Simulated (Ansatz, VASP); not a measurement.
# Si3C2: VASP beside Ansatz

```xyz
5
Lattice="2.7380 0.0000 0.0000 0.0000 2.8157 0.0000 0.0000 0.0000 6.9048" Properties=species:S:1:pos:R:3 pbc="T T T"
Si    0.0000    1.4079    1.9671
Si    0.0000    1.4079    6.4230
Si    0.0000    0.0000    4.1700
C     1.3690    0.0000    6.0047
C     1.3690    1.4079    3.3371
```

Change from the starting cell: species swapped into the Er2Si3 type (Pmm2, No. 25).

Alike in both runs: functional PBE; k mesh 14 × 14 × 6; occupations gaussian, width 0.1 eV; no spin polarisation.

Ansatz relaxed the structure, and its values are those at the end. VASP's run is a single point on that final structure, the one shown.

|  | VASP | Ansatz |
| --- | --- | --- |
| version | VASP 6.6.1 | Ansatz 0.2.0 |
| potentials or method | VASP PAW PBE potentials, release 64 (Si, C), cutoff 520 eV | scalar-relativistic, plane waves, PAW |
| valence electrons in the cell | 20 | 20 |

```csv
,VASP,Ansatz,Ansatz less VASP
gap on the k mesh at the Fermi level (eV),none,none,-
pressure (GPa),0.0,0.0,-0.03
```

A gap of «none» marks a metal or a gap that the smearing closes. The functional is the same, so the differences come from potentials, cutoffs and numerics.
